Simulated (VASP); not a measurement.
Set up this calculation in VASP 6.6.1, as the native input.

| Property | Result |
| --- | --- |
| Task | single point |
| Functional | HSE06 |
| Potentials or basis | VASP PAW PBE potentials, release 64 (Li_sv, F) |
| Cutoff | 520 eV |
| k mesh | 4 × 4 × 4 |
| Occupations | methfessel-paxton, width 0.05 eV |
| Spin | no spin polarisation |
| Dipole correction | no |
| Grid for exact exchange (PRECFOCK) | Normal |
| Further INCAR settings | ALGO = Normal; EDIFF = 1e-06; NBANDS = 12 |
| Share of exact exchange | 0.25 |
| Screening parameter | 0.2079 1/Å |

The system is LiF.

```
Li F
1.0
     0.00000    2.14461    2.14461
     2.14461    0.00000    2.14461
     2.14461    2.14461    0.00000
Li F
1 1
Cartesian
  0.0000 0.0000 0.0000
  1.0723 1.0723 1.0723
```

One way to write it, as run:

POSCAR

```
LiF
1.0
    0.0000000000      2.1446105480      2.1446105480
    2.1446105480      0.0000000000      2.1446105480
    2.1446105480      2.1446105480      0.0000000000
Li F
1 1
Direct
    0.0000000000      0.0000000000      0.0000000000
    0.2500000000      0.2500000000      0.2500000000
```

INCAR.step1

```
SYSTEM = LiF
PREC = Accurate ; ENCUT = 520
EDIFF = 1E-5 ; ISMEAR = 1
SIGMA = 0.05 ; LREAL = .False.
LASPH = .True. ; NELM = 80
ALGO = Normal ; ISIF = 2
LWAVE = .True. ; NBANDS = 12
GGA = PE
```

INCAR.step2

```
SYSTEM = LiF
PREC = Accurate ; ENCUT = 520
EDIFF = 1E-6 ; ISMEAR = 1
SIGMA = 0.05 ; LREAL = .False.
LASPH = .True. ; NELM = 80
ALGO = Normal ; ISIF = 2
LWAVE = .False. ; LCHARG = .True.
GGA = PE ; LHFCALC = .True.
HFSCREEN = 0.2079 ; PRECFOCK = Normal
LELF = .True. ; LVHAR = .True.
NBANDS = 12 ; ISTART = 1
```

KPOINTS

```
regular mesh
0
Gamma
  4 4 4
  0 0 0
```

Potentials or basis: VASP PAW PBE potentials, release 64 (Li_sv, F).

Command:

```bash
$ cat potpaw_PBE.64/Li_sv/POTCAR potpaw_PBE.64/F/POTCAR > POTCAR
$ cp INCAR.step1 INCAR
$ mpirun -np 1 vasp_std > vasp.out
$ cp INCAR.step2 INCAR
$ mpirun -np 1 vasp_std > vasp.out
```

Results of the run:

The band gap on the k mesh is 10.09 eV.

Caveat: the k points lie up to 0.63 Å⁻¹ apart; the structure was generated, so it needn't be the stable form of LiF.

It took 52 s on 1 thread of Intel(R) Xeon(R) Platinum 8559C (Emerald Rapids), with other jobs on the host, peak memory 0.23 GiB.
